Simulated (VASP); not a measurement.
# CdS: single point with r2SCAN

The system is CdS.

```
Cd S
1.0
     0.00000    2.93921    2.93921
     2.93921    0.00000    2.93921
     2.93921    2.93921    0.00000
Cd S
1 1
Direct
  0.00000 0.00000 0.00000
  0.25000 0.25000 0.25000
```

```json
{
  "Program": "VASP 6.6.1",
  "Task": "single point",
  "Functional": "r2SCAN",
  "Potentials or basis": "VASP PAW PBE potentials, release 64 (Cd, S)",
  "Cutoff": "520 eV",
  "k mesh": "8 × 8 × 8",
  "Occupations": "gaussian, width 0.01 eV",
  "Spin": "no spin polarisation",
  "Dipole correction": "no",
  "Further INCAR settings": "ALGO = Normal; EDIFF = 1e-07; NBANDS = 16"
}
```

```
Pressure               : 0.3 GPa
Band gap on the k mesh : 1.54 eV, direct
```

Levels at points of the mesh, in eV from the valence-band top:
```tsv
k point	band 5	band 6	band 7	band 8	band 9	band 10	band 11	band 12	band 13	band 14
(0.00, 0.00, 0.00)	-7.41	-7.41	0.00	0.00	0.00	1.54	7.08	7.08	7.08	11.82
(0.50, 0.00, 0.00)	-7.37	-7.04	-4.32	-0.73	-0.73	3.44	7.48	7.48	7.83	11.49
(0.50, 0.50, 0.00)	-7.32	-6.97	-3.87	-1.84	-1.84	3.88	4.73	9.69	11.40	11.40
```

It took 2.6 min on 1 thread of AMD EPYC 7R13, on a shared host, peak memory 0.16 GiB.

Caveat: the PAW data sets were made with another functional, which shifts forces and pressure a little. r2SCAN opens gaps a little over a GGA but as a rule still falls short of measured ones.
